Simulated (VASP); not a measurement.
# TiC (Fm-3m) in VASP: further runs

The runs below take TiC through single point, with BLYP, LDA, PBE+D3(BJ).

All numbers are computed with VASP 6.6.1; they aren't measurements. Logs are shortened: lines on timing, memory, paths and dates and some standing lists are left out, and cuts for length are marked.

## 1. The cell of the first run

It takes space group Fm-3m (No. 225, cubic). Conventional cell: a = 4.360 Å, b = 4.360 Å, c = 4.360 Å, α = 90.00°, β = 90.00°, γ = 90.00°. Ti (site symmetry m-3m) has 6 C at 2.18 Å within 2.9 Å. Within 2.9 Å of C (site symmetry m-3m) lie 6 Ti at 2.18 Å.

## 2. Single point, BLYP

File INCAR:

```
  PREC = Accurate
  ENCUT = 520
  EDIFF = 1E-6
  ISMEAR = -1
  SIGMA = 0.05
  LREAL = F
  LASPH = T
  NELM = 60
  ALGO = Normal
  ISIF = 2
  LWAVE = F
  LCHARG = T
  GGA = B5
  ALDAX = 1.0
  AGGAX = 1.0
  AGGAC = 1.0
  ALDAC = 0.0
  LELF = T
  LVHAR = T
  NBANDS = 15
```

File KPOINTS:

```
regular mesh
0
Gamma
  11 11 11
```

File POSCAR:

```
TiC
1.0
    0.0000000000      2.1800617706      2.1800617706
    2.1800617706      0.0000000000      2.1800617706
    2.1800617706      2.1800617706      0.0000000000
Ti C
1 1
Direct
    0.0000000000      0.0000000000      0.0000000000
    0.5000000000      0.5000000000      0.5000000000
```

Potentials or basis: VASP PAW PBE potentials, release 64 (Ti_sv, C).

Run with:

```
$ cat potpaw_PBE.64/Ti_sv/POTCAR potpaw_PBE.64/C/POTCAR > POTCAR
$ mpirun -np 1 vasp_std > vasp.out
```

OUTCAR:

```text
PREC = Accurate
   ENCUT = 520
   EDIFF = 1E-6
   ISMEAR = -1
   LREAL = F
   LASPH = T
   NELM = 60
   ISIF = 2
   GGA = B5

 ion  position               nearest neighbor table
   1  0.000  0.000  0.000-   2 2.18   2 2.18   2 2.18   2 2.18   2 2.18   2 2.18
   2  0.500  0.500  0.500-   1 2.18   1 2.18   1 2.18   1 2.18   1 2.18   1 2.18

  LATTYP: Found a face centered cubic cell.
 ALAT       =     4.3601235412

  Lattice vectors:

 A1 = (   0.0000000000,   2.1800617706,   2.1800617706)
 A2 = (   2.1800617706,   0.0000000000,   2.1800617706)
 A3 = (   2.1800617706,   2.1800617706,   0.0000000000)

Analysis of symmetry for initial positions (statically):
=====================================================================
 Subroutine PRICEL returns:
 Original cell was already a primitive cell.

 Routine SETGRP: Setting up the symmetry group for a
 face centered cubic supercell.

 Subroutine GETGRP returns: Found 48 space group operations
[... 9 lines left out ...]

 Routine SETGRP: Setting up the symmetry group for a
 face centered cubic supercell.

 Subroutine GETGRP returns: Found 48 space group operations
[... 11 lines left out ...]
                                     Primitive cell

  volume of cell :      20.7222

  direct lattice vectors                    reciprocal lattice vectors
     0.000000000  2.180061771  2.180061771    -0.229351299  0.229351299  0.229351299
     2.180061771  0.000000000  2.180061771     0.229351299 -0.229351299  0.229351299
     2.180061771  2.180061771  0.000000000     0.229351299  0.229351299 -0.229351299

  length of vectors
     3.083072923  3.083072923  3.083072923     0.397248103  0.397248103  0.397248103

  position of ions in fractional coordinates (direct lattice)
[... 8 lines left out ...]
----------------------------------------------------------------------------------------

 KPOINTS: regular mesh

Automatic generation of k-mesh.
 Grid dimensions read from file:
 generate k-points for:   11   11   11

 Generating k-lattice:

  Cartesian coordinates                     Fractional coordinates (reciprocal lattice)
    -0.020850118  0.020850118  0.020850118     0.090909091  0.000000000  0.000000000
     0.020850118 -0.020850118  0.020850118     0.000000000  0.090909091  0.000000000
     0.020850118  0.020850118 -0.020850118     0.000000000  0.000000000  0.090909091

  Length of vectors
     0.036113464  0.036113464  0.036113464

[... 52 lines left out ...]
   NELM   =     60;   NELMIN=  2; NELMDL= -5     # of ELM steps
   EDIFF  = 0.1E-05   stopping-criterion for ELM
   LREAL  =      F    real-space projection
   EDIFFG = 0.1E-04   stopping-criterion for IOM
   NSW    =      0    number of steps for IOM
   IBRION =     -1    ionic relax: 0-MD 1-quasi-New 2-CG
   NFREE  =      0    steps in history (QN), initial steepest desc. (CG)
   ISIF   =      2    stress and relaxation
   ISYM   =      2    0-nonsym 1-usesym 2-fastsym
   POTIM  = 0.5000    time-step for ionic-motion
   TEBEG  =    0.0;   TEEND  =   0.0 temperature during run
   PSTRESS=    0.0 pullay stress
   NELECT =      16.0000    total number of electrons
   NUPDOWN=      -1.0000    fix difference up-down
   EMIN   =  10.00;   EMAX   =-10.00  energy-range for DOS
   EFERMI =   0.00;   METHOD = LEGACY
   ISMEAR =    -1;   SIGMA  =   0.05  broadening in eV -4-tet -1-fermi 0-gaus
   EFERMI_NEDOS =   21; number of points for ismear=-14 and -15
   IALGO  =     38    algorithm
   IMIX   =      4    mixing-type and parameters
     AMIX     =   0.40;   BMIX     =  1.00
     AMIX_MAG =   1.60;   BMIX_MAG =  1.00
  volume/ion in A,a.u.               =      10.36        69.92
  Fermi-wavevector in a.u.,A,eV,Ry     =   1.501883  2.838147 30.690006  2.255652
  Thomas-Fermi vector in A             =   2.613196
   LORBIT       =      0    0 simple, 1 ext, 2 COOP (PROOUT), +10 PAW based schemes
   GGA     = B5    functional components
   LHFCALC =     F    Hartree Fock is set to
   AEXX    =    0.0000 exact exchange contribution
   IVDW    =     0    specifies the selected vdW correction
   LEPSILON=     F    determine dielectric tensor
   LRPA    =     F    only Hartree local field effects (RPA)
 non-spin polarized calculation
  energy-cutoff  :      520.00
  volume of cell :       20.72
 maximum number of plane-waves:       568
   NGX = 11   NGY = 11   NGZ = 11

 number of electron      15.9999997 magnetization

 Free energy of the ion-electron system (eV)
  ---------------------------------------------------
  ext. energy  EPLUGINS =         0.00000000
  ---------------------------------------------------
  free energy    TOTEN  =       -17.03991805 eV

  energy without entropy =      -17.03744278  energy(sigma->0) =      -17.03868042

 E-fermi :   9.6740     XC(G=0): -11.9430

 val. band max:        9.5720316586   @ k =   0.1818   0.1818   0.0000
 cond. band min:       9.7304881532   @ k =   0.0909   0.0000   0.0000
 fundamental gap:      0.1584564946
 Fermi energy:         9.6739780369

 k-point     1 :       0.0000    0.0000    0.0000
  band No.  band energies     occupation
      1     -46.9053      2.00000
      2     -23.0926      2.00000
      3     -23.0926      2.00000
      4     -23.0926      2.00000
      5      -2.5291      2.00000
      6      10.2870      0.00001
      7      10.2870      0.00001
      8      10.2870      0.00001
      9      11.1991      0.00000
     10      11.1991      0.00000
     11      11.2048      0.00000
     12      11.2048      0.00000
     13      11.2048      0.00000
     14      20.0637      0.00000
[... 401 lines left out ...]
      2     -23.3402      2.00000
      3     -23.1905      2.00000
      4     -23.1109      2.00000
      5      -0.8934      2.00000
      6       6.4639      2.00000
      7       7.4595      2.00000
      8       7.7946      2.00000
      9      11.0879      0.00000
     10      12.1024      0.00000
     11      13.0256      0.00000
     12      13.7728      0.00000
     13      16.5494      0.00000
     14      21.4459      0.00000
     15      23.2741      0.00000

 [... further k-points ...]
[... 5 lines left out ...]
  --------------------------------------------------------------------------------------
  -------------------------------------------------------------------------------------
  Total        0.4882534      0.4882534      0.4882534     -0.0000000      0.0000000     -0.0000000
  in kB       37.7502169     37.7502169     37.7502169     -0.0000000      0.0000000     -0.0000000
  external PRESSURE =      37.7502169 kB  Pullay stress =       0.0000000 kB

 VOLUME and BASIS-vectors are now :
 -----------------------------------------------------------------------------
  energy-cutoff  :      520.00
  volume of cell :       20.72
      direct lattice vectors                 reciprocal lattice vectors
     0.000000000  2.180061771  2.180061771    -0.229351299  0.229351299  0.229351299
     2.180061771  0.000000000  2.180061771     0.229351299 -0.229351299  0.229351299
     2.180061771  2.180061771  0.000000000     0.229351299  0.229351299 -0.229351299

 POSITION                                       TOTAL-FORCE (eV/Angst)
 -----------------------------------------------------------------------------------
      0.00000      0.00000      0.00000        -0.000000     -0.000000      0.000000
      2.18006      2.18006      2.18006         0.000000      0.000000      0.000000
 -----------------------------------------------------------------------------------
    total drift:                                0.000000     -0.000000     -0.000000

  FREE ENERGIE OF THE ION-ELECTRON SYSTEM (eV)
  ---------------------------------------------------
  free  energy   TOTEN  =       -17.0399180550 eV

  energy  without entropy=      -17.0374427786  energy(sigma->0) =      -17.03868042
```

stdout:

```text
POSCAR found type information on POSCAR TiC
 POSCAR found :  2 types and       2 ions
 scaLAPACK will be used
 -----------------------------------------------------------------------------
|                                                                             |
|                                                                             |
|     You enforced a specific xc type in the INCAR file but a different       |
|     I HOPE YOU KNOW WHAT YOU ARE DOING!                                     |
|                                                                             |
 -----------------------------------------------------------------------------

 LDA part: xc-table for (Slater(with rela. corr.)+VWN5), standard interpolation
 POSCAR, INCAR and KPOINTS ok, starting setup
 FFT: planning ... GRIDC
 FFT: planning ... GRID_SOFT
 FFT: planning ... GRID
 WAVECAR not read
 entering main loop
```

Run time: 11 s. Hardware: 1 thread of Intel Xeon 6975P-C (Granite Rapids), shared host; peak memory 0.14 GiB.

What came out:

| Item | Value |
| --- | --- |
| Free energy | -17.0399 eV |
| Pressure | 3.8 GPa |
| Band gap on the k mesh | zero (band 8 reaches 10.29 eV, above the bottom of band 9 at 9.21 eV) |

Caveat: the PAW data sets were made with another functional, which shifts forces and pressure a little.

## 3. Single point, LDA

This run uses another cell than the first one, of 10.16 Å³/atom, 0.980 times its volume.

File INCAR:

```
ALGO = Normal
EDIFF = 1E-6
ENCUT = 520
ISIF = 2
ISMEAR = -1
LASPH = True
LCHARG = True
LELF = True
LREAL = False
LVHAR = True
LWAVE = False
NBANDS = 15
NELM = 100
PREC = Accurate
SIGMA = 0.05
```

File KPOINTS:

```
k-points
0
Gamma
  11 11 11
```

File POSCAR:

```
TiC
1.0
    0.0000000000      2.1657188437      2.1657188437
    2.1657188437      0.0000000000      2.1657188437
    2.1657188437      2.1657188437      0.0000000000
Ti C
1 1
Direct
    0.0000000000      0.0000000000      0.0000000000
    0.5000000000      0.5000000000      0.5000000000
```

Potentials or basis: VASP PAW LDA potentials, release 64 (Ti_sv, C).

Run with:

```
$ cat potpaw_LDA.64/Ti_sv/POTCAR potpaw_LDA.64/C/POTCAR > POTCAR
$ mpirun -np 1 vasp_std > vasp.out
```

OUTCAR:

```text
EDIFF = 1E-6
   ENCUT = 520
   ISIF = 2
   ISMEAR = -1
   LASPH = True
   LREAL = False
   NELM = 100
   PREC = Accurate

 ion  position               nearest neighbor table
   1  0.000  0.000  0.000-   2 2.17   2 2.17   2 2.17   2 2.17   2 2.17   2 2.17
   2  0.500  0.500  0.500-   1 2.17   1 2.17   1 2.17   1 2.17   1 2.17   1 2.17

  LATTYP: Found a face centered cubic cell.
 ALAT       =     4.3314376874

  Lattice vectors:

 A1 = (   0.0000000000,   2.1657188437,   2.1657188437)
 A2 = (   2.1657188437,   0.0000000000,   2.1657188437)
 A3 = (   2.1657188437,   2.1657188437,   0.0000000000)

Analysis of symmetry for initial positions (statically):
[... 607 lines left out ...]
     13      16.4898      0.00000
     14      21.0455      0.00000
     15      22.7544      0.00000

 [... further k-points ...]
[... 5 lines left out ...]
  --------------------------------------------------------------------------------------
  -------------------------------------------------------------------------------------
  Total       -1.5183003     -1.5183003     -1.5183003      0.0000000      0.0000000      0.0000000
  in kB     -119.7380129   -119.7380129   -119.7380129      0.0000000      0.0000000      0.0000000
  external PRESSURE =    -119.7380129 kB  Pullay stress =       0.0000000 kB

 VOLUME and BASIS-vectors are now :
 -----------------------------------------------------------------------------
  energy-cutoff  :      520.00
  volume of cell :       20.32
      direct lattice vectors                 reciprocal lattice vectors
     0.000000000  2.165718844  2.165718844    -0.230870227  0.230870227  0.230870227
     2.165718844  0.000000000  2.165718844     0.230870227 -0.230870227  0.230870227
     2.165718844  2.165718844  0.000000000     0.230870227  0.230870227 -0.230870227

 POSITION                                       TOTAL-FORCE (eV/Angst)
 -----------------------------------------------------------------------------------
      0.00000      0.00000      0.00000        -0.000000     -0.000000     -0.000000
      2.16572      2.16572      2.16572         0.000000      0.000000      0.000000
 -----------------------------------------------------------------------------------
    total drift:                                0.000000     -0.000000     -0.000000

  FREE ENERGIE OF THE ION-ELECTRON SYSTEM (eV)
  ---------------------------------------------------
  free  energy   TOTEN  =       -20.5046476491 eV

  energy  without entropy=      -20.5021086265  energy(sigma->0) =      -20.50337814
```

OSZICAR:

```text
N       E                     dE             d eps       ncg     rms          rms(c)
DAV:   1     0.115296872932E+03    0.11530E+03   -0.81021E+03  1687   0.126E+03
DAV:   2    -0.186423653283E+02   -0.13394E+03   -0.12544E+03  1827   0.337E+02
DAV:   3    -0.257529053918E+02   -0.71105E+01   -0.69780E+01  2053   0.772E+01
DAV:   4    -0.260633980241E+02   -0.31049E+00   -0.31024E+00  2268   0.142E+01
DAV:   5    -0.260677469289E+02   -0.43489E-02   -0.43484E-02  2062   0.156E+00    0.180E+01
DAV:   6    -0.212421324581E+02    0.48256E+01   -0.11968E+01  2356   0.562E+01    0.712E+00
DAV:   7    -0.205629030037E+02    0.67923E+00   -0.23039E+00  1996   0.216E+01    0.487E+00
DAV:   8    -0.205360470792E+02    0.26856E-01   -0.11689E-01  1883   0.327E+00    0.360E+00
DAV:   9    -0.205087898955E+02    0.27257E-01   -0.10947E-01  2275   0.451E+00    0.736E-01
DAV:  10    -0.205072799778E+02    0.15099E-02   -0.12767E-02  2160   0.140E+00    0.639E-01
DAV:  11    -0.205049421267E+02    0.23379E-02   -0.29779E-03  1918   0.782E-01    0.239E-01
DAV:  12    -0.205046742284E+02    0.26790E-03   -0.49744E-04  2347   0.346E-01    0.498E-02
DAV:  13    -0.205046474088E+02    0.26820E-04   -0.66998E-05  2156   0.107E-01    0.979E-03
DAV:  14    -0.205046476491E+02   -0.24031E-06   -0.51869E-06  1848   0.187E-02
   1 F= -.20504648E+02 E0= -.20503378E+02  d E =-.253902E-02
```

Wall time 5.7 s (1 thread of Intel Xeon 6975P-C (Granite Rapids), shared host); peak memory 0.14 GiB.

What came out:

```yaml
Free_energy: -20.5046 eV
Pressure: -12.0 GPa
Band_gap_on_the_k_mesh: zero (band 8 reaches 9.86 eV, above the bottom of band 9 at 8.82 eV)
```

Levels at points of the mesh, in eV from the Fermi level:
| k point | band 4 | band 5 | band 6 | band 7 | band 8 | band 9 | band 10 | band 11 | band 12 | band 13 |
| --- | --- | --- | --- | --- | --- | --- | --- | --- | --- | --- |
| (0.00, 0.00, 0.00) | -32.34 | -12.26 | 0.58 | 0.58 | 0.58 | 1.64 | 1.64 | 1.64 | 1.66 | 1.66 |

(Part 1 of 2 ends here.)
